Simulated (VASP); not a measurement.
Set up this calculation in VASP 6.6.1, as the native input.

```yaml
Task: relaxation of cell and atoms
Functional: revPBE
Potentials_or_basis: VASP PAW PBE potentials, release 64 (Fe, O)
Cutoff: 600 eV
k_mesh: 11 × 11 × 11
Occupations: fermi-dirac, width 0.05 eV
Spin: collinear spin, ferromagnetic start
Starting_moments: "[3.0, 0.0] μB"
Dipole_correction: no
Further_INCAR_settings: ALGO = Normal; EDIFF = 1e-07; IBRION = 2; EDIFFG = -0.01; NSW = 80; ISIF = 3
```

The structure of FeO lies in POSCAR:

```
FeO
1.0
    0.0000000000      2.1554000000      2.1554000000
    2.1554000000      0.0000000000      2.1554000000
    2.1554000000      2.1554000000      0.0000000000
Fe O
1 1
Direct
    0.0000000000      0.0000000000      0.0000000000
    0.5000000000      0.5000000000      0.5000000000
```

These files were run (other wordings do the same):

INCAR

```
SYSTEM = FeO
ALGO = Normal
EDIFF = 1E-7
EDIFFG = -0.01
ENCUT = 600
GGA = RE
IBRION = 2
ISIF = 3
ISMEAR = -1
ISPIN = 2
LASPH = .True.
LCHARG = .False.
LMAXMIX = 4
LORBIT = 11
LREAL = .False.
LWAVE = .False.
MAGMOM = 3 0
NELM = 150
NSW = 80
PREC = Accurate
SIGMA = 0.05
```

KPOINTS

```
k-points
0
Gamma
  11 11 11
  0 0 0
```

Potentials or basis: VASP PAW PBE potentials, release 64 (Fe, O).

Launch:

```console
$ cat potpaw_PBE.64/Fe/POTCAR potpaw_PBE.64/O/POTCAR > POTCAR
$ mpirun -np 1 vasp_std > vasp.out
```

Results of the run:

```json
{
 "Relaxed volume": "10.22 Å³/atom",
 "Relaxed cell": "a = 3.069 Å, b = 3.069 Å, c = 3.069 Å, α = 60.00°, β = 60.00°, γ = 60.00°",
 "Space group after relaxing (to 0.1 Å)": "Fm-3m (No. 225)",
 "Energy gained by relaxing": "2.4 meV/atom",
 "Ionic steps": "3",
 "Pressure after relaxing": "0.0 GPa",
 "Band gap on the k mesh": "zero (filled and empty bands overlap)",
 "Net moment": "4.00 μB per cell",
 "Site moments": "Fe +3.63; O +0.29 μB",
 "Valence electrons inside the program's atomic spheres": "Fe 6.69; O 4.99"
}
```

Caveat: the PAW data sets were made with another functional, which shifts forces and pressure a little; a cell with one magnetic atom can't hold antiferromagnetic order, which such compounds often take; semilocal functionals often make such compounds metallic where correlation or magnetic order opens a gap, which also shifts bond lengths.

Run time: 2.1 min on 1 thread of Intel Xeon 8259CL, with other jobs on the host, peak memory 0.18 GiB.
